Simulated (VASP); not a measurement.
# Sr in VASP: settings compared

Aim: see how the results for Sr move with the level of theory and the settings. Levels: LDA, PBEsol, PBE. Tasks: single point.

Everything below comes from runs of VASP 6.6.1. Logs are shortened: lines on timing, memory, paths and dates and some standing lists are left out, and cuts for length are marked.

## 1. The cell of the first run

Symmetry: P6_3/mmc, No. 194, hexagonal system. The conventional cell has a = 4.310 Å, b = 4.310 Å, c = 7.050 Å, α = 90.00°, β = 90.00°, γ = 120.00°. Sr (site symmetry -6m2) has 12 Sr at 4.31 Å within 5.7 Å.

## 2. Single point, LDA

INCAR

```
PREC = Accurate
ENCUT = 520
EDIFF = 1E-6
ISMEAR = -1
SIGMA = 0.08
LREAL = False
LASPH = True
NELM = 60
ALGO = Normal
ISIF = 2
LWAVE = False
LCHARG = True
LELF = True
LVHAR = True
NBANDS = 17
```

KPOINTS

```
Automatic mesh
0
Gamma
  10 10 5
```

POSCAR

```
Sr
1.0
    4.3100002207      0.0000000000      0.0000000000
   -2.1550001104      3.7325696814      0.0000000000
    0.0000000000      0.0000000000      7.0500000000
Sr
2
Direct
    0.3333333333      0.6666666667      0.2500000000
    0.6666666667      0.3333333333      0.7500000000
```

Potentials or basis: VASP PAW LDA potentials, release 64 (Sr_sv).

Launch:

```console
$ cat potpaw_LDA.64/Sr_sv/POTCAR > POTCAR
$ mpirun -np 1 vasp_std > vasp.out
```

OUTCAR:

```text
PREC = Accurate
   ENCUT = 520
   EDIFF = 1E-6
   ISMEAR = -1
   LREAL = False
   LASPH = True
   NELM = 60
   ISIF = 2

 ion  position               nearest neighbor table
   1  0.333  0.667  0.250-   2 4.31   2 4.31   2 4.31   2 4.31   2 4.31   2 4.31
   2  0.667  0.333  0.750-   1 4.31   1 4.31   1 4.31   1 4.31   1 4.31   1 4.31

  LATTYP: Found a hexagonal cell.
 ALAT       =     4.3100002207
 C/A-ratio  =     1.6357307747

  Lattice vectors:

 A1 = (   4.3100002207,   0.0000000000,   0.0000000000)
 A2 = (  -2.1550001104,   3.7325696814,   0.0000000000)
 A3 = (   0.0000000000,   0.0000000000,   7.0500000000)

Analysis of symmetry for initial positions (statically):
=====================================================================
 Subroutine PRICEL returns:
 Original cell was already a primitive cell.

 Routine SETGRP: Setting up the symmetry group for a
 hexagonal supercell.

 Subroutine GETGRP returns: Found 24 space group operations
 (whereof 12 operations were pure point group operations)
 out of a pool of 24 trial point group operations.

The static configuration has the point symmetry D_3d.
 The point group associated with its full space group is D_6h.

Analysis of symmetry for dynamics (positions and initial velocities):
=====================================================================
 Subroutine PRICEL returns:
 Original cell was already a primitive cell.

 Routine SETGRP: Setting up the symmetry group for a
 hexagonal supercell.

 Subroutine GETGRP returns: Found 24 space group operations
 (whereof 12 operations were pure point group operations)
 out of a pool of 24 trial point group operations.

The dynamic configuration has the point symmetry D_3d.
 The point group associated with its full space group is D_6h.

 Subroutine INISYM returns: Found 24 space group operations
 (whereof 12 operations are pure point group operations),
 and found     1 'primitive' translations

----------------------------------------------------------------------------------------

                                     Primitive cell

  volume of cell :     113.4160

  direct lattice vectors                    reciprocal lattice vectors
     4.310000221  0.000000000  0.000000000     0.232018550  0.133955972  0.000000000
    -2.155000110  3.732569681  0.000000000     0.000000000  0.267911944  0.000000000
     0.000000000  0.000000000  7.050000000     0.000000000  0.000000000  0.141843972

  length of vectors
     4.310000221  4.310000221  7.050000000     0.267911944  0.267911944  0.141843972

  position of ions in fractional coordinates (direct lattice)
     0.333333333  0.666666667  0.250000000
     0.666666667  0.333333333  0.750000000

  ion indices of the primitive-cell ions
   primitive index   ion index
                 1           1
                 2           2

----------------------------------------------------------------------------------------

 KPOINTS: Automatic mesh

Automatic generation of k-mesh.
 Grid dimensions read from file:
 generate k-points for:   10   10    5

 Generating k-lattice:

  Cartesian coordinates                     Fractional coordinates (reciprocal lattice)
     0.023201855  0.013395597  0.000000000     0.100000000  0.000000000  0.000000000
     0.000000000  0.026791194  0.000000000     0.000000000  0.100000000  0.000000000
     0.000000000  0.000000000  0.028368794     0.000000000  0.000000000  0.200000000

  Length of vectors
     0.026791194  0.026791194  0.028368794

  Shift w.r.t. Gamma in fractional coordinates (k-lattice)
     0.000000000  0.000000000  0.000000000

 Subroutine IBZKPT returns following result:
 ===========================================

 Found     42 irreducible k-points:

 Following reciprocal coordinates:
            Coordinates               Weight
  0.000000  0.000000  0.000000      1.000000
  0.100000 -0.000000  0.000000      6.000000
  0.200000 -0.000000  0.000000      6.000000
  0.300000 -0.000000  0.000000      6.000000
  0.400000 -0.000000  0.000000      6.000000
  0.500000 -0.000000  0.000000      3.000000
[... 16 lines left out ...]
  0.300000  0.100000  0.200000     24.000000
  0.400000  0.100000  0.200000     24.000000
 [... further k-points ...]
   k-points           NKPTS =     42   k-points in BZ     NKDIM =     42   number of bands    NBANDS=     17
   number of dos      NEDOS =    301   number of ions     NIONS =      2
   total plane-waves  NPLWV =  55296
   dimension x,y,z NGX =    32 NGY =   32 NGZ =   54
   dimension x,y,z NGXF=    64 NGYF=   64 NGZF=  108
   ions per type =               2
   NGX,Y,Z   is equivalent  to a cutoff of  12.34, 12.34, 12.73 a.u.
   NGXF,Y,Z  is equivalent  to a cutoff of  24.69, 24.69, 25.47 a.u.
 SYSTEM =  unknown system
   PREC   = accura    normal or accurate (medium, high low for compatibility)
   ISTART =      0    job   : 0-new  1-cont  2-samecut
   ICHARG =      2    charge: 1-file 2-atom 10-const
   ISPIN  =      1    spin polarized calculation?
   LNONCOLLINEAR =      F non collinear calculations
   LSORBIT =      F    spin-orbit coupling
   LASPH  =      T    aspherical Exc in radial PAW
   ENCUT  =  520.0 eV  38.22 Ry    6.18 a.u.   8.01  8.01 13.11*2*pi/ulx,y,z
   NELM   =     60;   NELMIN=  2; NELMDL= -5     # of ELM steps
   EDIFF  = 0.1E-05   stopping-criterion for ELM
   LREAL  =      F    real-space projection
[... 7 lines left out ...]
   TEBEG  =    0.0;   TEEND  =   0.0 temperature during run
   PSTRESS=    0.0 pullay stress
   NELECT =      20.0000    total number of electrons
   NUPDOWN=      -1.0000    fix difference up-down
   EMIN   =  10.00;   EMAX   =-10.00  energy-range for DOS
   EFERMI =   0.00;   METHOD = LEGACY
   ISMEAR =    -1;   SIGMA  =   0.08  broadening in eV -4-tet -1-fermi 0-gaus
   EFERMI_NEDOS =   21; number of points for ismear=-14 and -15
   IALGO  =     38    algorithm
   IMIX   =      4    mixing-type and parameters
     AMIX     =   0.40;   BMIX     =  1.00
     AMIX_MAG =   1.60;   BMIX_MAG =  1.00
  volume/ion in A,a.u.               =      56.71       382.68
  Fermi-wavevector in a.u.,A,eV,Ry     =   0.918037  1.734838 11.466873  0.842791
  Thomas-Fermi vector in A             =   2.043073
   LORBIT       =      0    0 simple, 1 ext, 2 COOP (PROOUT), +10 PAW based schemes
   GGA     = CA    functional components
   LHFCALC =     F    Hartree Fock is set to
   AEXX    =    0.0000 exact exchange contribution
   IVDW    =     0    specifies the selected vdW correction
   LEPSILON=     F    determine dielectric tensor
   LRPA    =     F    only Hartree local field effects (RPA)
 non-spin polarized calculation
  energy-cutoff  :      520.00
  volume of cell :      113.42
 maximum number of plane-waves:      3069
   NGX = 17   NGY = 17   NGZ = 27

 number of electron      20.0000000 magnetization

 Free energy of the ion-electron system (eV)
  ---------------------------------------------------
  ext. energy  EPLUGINS =         0.00000000
  ---------------------------------------------------
  free energy    TOTEN  =        -3.72369653 eV

  energy without entropy =       -3.66380547  energy(sigma->0) =       -3.69375100

 E-fermi :   1.3229     XC(G=0):  -7.4611

 val. band max:        1.2981250357   @ k =   0.3000   0.3000   0.0000
 cond. band min:       1.3250170253   @ k =   0.3000   0.3000   0.0000
 fundamental gap:      0.0268919897
 Fermi energy:         1.3228700348

 k-point     1 :       0.0000    0.0000    0.0000
  band No.  band energies     occupation
      1     -35.1961      2.00000
      2     -35.1838      2.00000
      3     -17.3623      2.00000
      4     -17.2101      2.00000
      5     -17.2101      2.00000
      6     -17.1853      2.00000
[... 9 lines left out ...]
     16       3.8791      0.00000
     17       4.3747      0.00000

 k-point     2 :       0.1000   -0.0000    0.0000
  band No.  band energies     occupation
      1     -35.1950      2.00000
      2     -35.1833      2.00000
      3     -17.3566      2.00000
      4     -17.2233      2.00000
      5     -17.2143      2.00000
      6     -17.1990      2.00000
[... 9 lines left out ...]
     16       4.0103      0.00000
     17       4.1287      0.00000

 k-point     3 :       0.2000   -0.0000    0.0000
  band No.  band energies     occupation
      1     -35.1922      2.00000
      2     -35.1819      2.00000
      3     -17.3407      2.00000
      4     -17.2579      2.00000
      5     -17.2341      2.00000
      6     -17.2249      2.00000
[... 9 lines left out ...]
     16       3.9988      0.00000
     17       4.0585      0.00000

 k-point     4 :       0.3000   -0.0000    0.0000
  band No.  band energies     occupation
      1     -35.1885      2.00000
      2     -35.1805      2.00000
      3     -17.3182      2.00000
      4     -17.3009      2.00000
      5     -17.2761      2.00000
      6     -17.2375      2.00000
[... 9 lines left out ...]
     16       4.4934      0.00000
     17       4.5951      0.00000
[... 343 lines left out ...]
      1     -35.1889      2.00000
      2     -35.1818      2.00000
      3     -17.3241      2.00000
      4     -17.2749      2.00000
      5     -17.2655      2.00000
      6     -17.2317      2.00000
[... 9 lines left out ...]
     16       4.2270      0.00000
     17       4.5567      0.00000

 k-point    23 :       0.3000    0.1000    0.2000
  band No.  band energies     occupation
      1     -35.1856      2.00000
      2     -35.1805      2.00000
      3     -17.3316      2.00000
      4     -17.3076      2.00000
      5     -17.2767      2.00000
      6     -17.2454      2.00000
[... 9 lines left out ...]
     16       4.5730      0.00000
     17       5.0631      0.00000

 k-point    24 :       0.4000    0.1000    0.2000
  band No.  band energies     occupation
      1     -35.1833      2.00000
      2     -35.1800      2.00000
      3     -17.3493      2.00000
      4     -17.3260      2.00000
      5     -17.2707      2.00000
      6     -17.2507      2.00000
[... 9 lines left out ...]
     16       4.9639      0.00000
     17       5.2655      0.00000

 [... further k-points ...]

------------------------ aborting loop because EDIFF is reached ----------------------------------------

  FORCE on cell =-STRESS in cart. coord.  units (eV):
  Direction    XX          YY          ZZ          XY          YZ          ZX
  --------------------------------------------------------------------------------------
  -------------------------------------------------------------------------------------
  Total       -1.1176938     -1.1176938     -1.0843247      0.0000000      0.0000000     -0.0000000
  in kB      -15.7891628    -15.7891628    -15.3177720      0.0000000      0.0000000     -0.0000000
  external PRESSURE =     -15.6320325 kB  Pullay stress =       0.0000000 kB

 VOLUME and BASIS-vectors are now :
 -----------------------------------------------------------------------------
  energy-cutoff  :      520.00
  volume of cell :      113.42
      direct lattice vectors                 reciprocal lattice vectors
     4.310000221  0.000000000  0.000000000     0.232018550  0.133955972  0.000000000
    -2.155000110  3.732569681  0.000000000     0.000000000  0.267911944  0.000000000
     0.000000000  0.000000000  7.050000000     0.000000000  0.000000000  0.141843972

 POSITION                                       TOTAL-FORCE (eV/Angst)
 -----------------------------------------------------------------------------------
     -0.00000      2.48838      1.76250        -0.000000      0.000000      0.000000
      2.15500      1.24419      5.28750         0.000000     -0.000000      0.000000
 -----------------------------------------------------------------------------------
    total drift:                               -0.000000      0.000000     -0.000000

  FREE ENERGIE OF THE ION-ELECTRON SYSTEM (eV)
  ---------------------------------------------------
  free  energy   TOTEN  =        -3.7236965302 eV

  energy  without entropy=       -3.6638054747  energy(sigma->0) =       -3.69375100
```

It took 96 s on 1 thread of AMD EPYC 7R43 (Zen 3), shared host; peak memory 0.18 GiB.

Results:

```yaml
Free_energy: -3.7237 eV
Pressure: -1.6 GPa
Band_gap_on_the_k_mesh: zero (band 10 reaches 1.44 eV, above the bottom of band 11 at 1.32 eV)
```

[end of part 1 of 3]
